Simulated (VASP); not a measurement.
Here is a VASP 6.6.1 calculation.

File INCAR:

```
SYSTEM = La4HfO
PREC = Accurate
ENCUT = 520
EDIFF = 1E-6
ISMEAR = 0
SIGMA = 0.1
LREAL = .False.
LASPH = .True.
NELM = 60
ALGO = Normal
ISIF = 2
LWAVE = .False.
LCHARG = .True.
GGA = PE
LELF = .True.
LVHAR = .True.
NBANDS = 39
```

File KPOINTS:

```
regular mesh
0
Gamma
  4 4 4
  0 0 0
```

POSCAR

```
La4HfO
1.0
    0.0000000000      4.2932142900      4.2932142900
    4.2932142900      0.0000000000      4.2932142900
    4.2932142900      4.2932142900      0.0000000000
La Hf O
4 1 1
Direct
    0.8699390300      0.3766869900      0.3766869900
    0.3766869900      0.3766869900      0.3766869900
    0.3766869900      0.8699390300      0.3766869900
    0.3766869900      0.3766869900      0.8699390300
    0.7500000000      0.7500000000      0.7500000000
    0.0000000000      0.0000000000      0.0000000000
```

Potentials or basis: VASP PAW PBE potentials, release 64 (La, Hf_pv, O).

Command:

```bash
$ cat potpaw_PBE.64/La/POTCAR potpaw_PBE.64/Hf_pv/POTCAR potpaw_PBE.64/O/POTCAR > POTCAR
$ mpirun -np 1 vasp_std > vasp.out
```

Q: Estimate the largest force.

A: 0.261 eV/Å.

Q: Estimate the band gap on the k mesh.

A: Zero (bands 30 and 31 overlap by 0.07 eV).

Q: What does it give for the pressure?

A: 5.3 GPa.

Forces on the atoms (eV/Å):
```
La  -0.151  0.151  0.151
La  -0.151 -0.151 -0.151
La   0.151 -0.151  0.151
La   0.151  0.151 -0.151
Hf   0.000  0.000  0.000
O    0.000  0.000  0.000
```

Caveat: the cell stands under pressure; spin-orbit coupling is left out, which moves the levels of the heavy elements.
